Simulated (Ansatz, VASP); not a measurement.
## YS in VASP and in Ansatz

Contents of INCAR:

```
  ALGO = Normal
  EDIFF = 1E-6
  ENCUT = 520
  GGA = CA
  ISIF = 2
  ISMEAR = 1
  LASPH = T
  LCHARG = F
  LREAL = F
  LWAVE = F
  NBANDS = 16
  NELM = 80
  PREC = Accurate
  SIGMA = 0.15
```

Contents of KPOINTS:

```
k-points
0
Gamma
  7 7 7
```

The input POSCAR:

```
YS
1.0
    0.0000000000      2.7663258217      2.7663258217
    2.7663258217      0.0000000000      2.7663258217
    2.7663258217      2.7663258217      0.0000000000
Y S
1 1
Direct
    0.5000000000      0.5000000000      0.5000000000
    0.0000000000      0.0000000000      0.0000000000
```

Input for Ansatz:

```yaml
crystal:
  lattice:
    - [0.0, 2.766325821706076, 2.766325821706076]
    - [2.766325821706076, 0.0, 2.766325821706076]
    - [2.766325821706076, 2.766325821706076, 0.0]
  atoms:
    - { symbol: "Y", position: [0.5, 0.5, 0.5] }
    - { symbol: S, position: [0.0, 0.0, 0.0] }
basis:
  ecutwfc: 571.4391111657479
kpoints:
  mp_grid:
    grid: [7, 7, 7]
hamiltonian:
  xc: lda
  pseudopotentials:
    kind: paw
scf:
  occupations:
    method: cold
    width: 0.15
output:
  stress: true
```

Alike in both runs: task single point; functional LDA; k mesh 7 × 7 × 7; no spin polarisation.

```csv
,VASP,Ansatz
version,VASP 6.6.1,Ansatz 0.2.0
potentials or method,"VASP PAW LDA potentials, release 64 (Y_sv, S), cutoff 520 eV","plane waves, PAW"
occupations,"methfessel-paxton of order 1, width 0.15 eV","cold, width 0.15 eV"
valence electrons in the cell,17,17
```

|  | VASP | Ansatz | Ansatz less VASP |
| --- | --- | --- | --- |
| pressure (GPa) | -6.0 | -6.0 | -0.05 |

LDA's correlation is that of Perdew and Zunger in VASP and of Perdew and Wang (1992) in Ansatz.
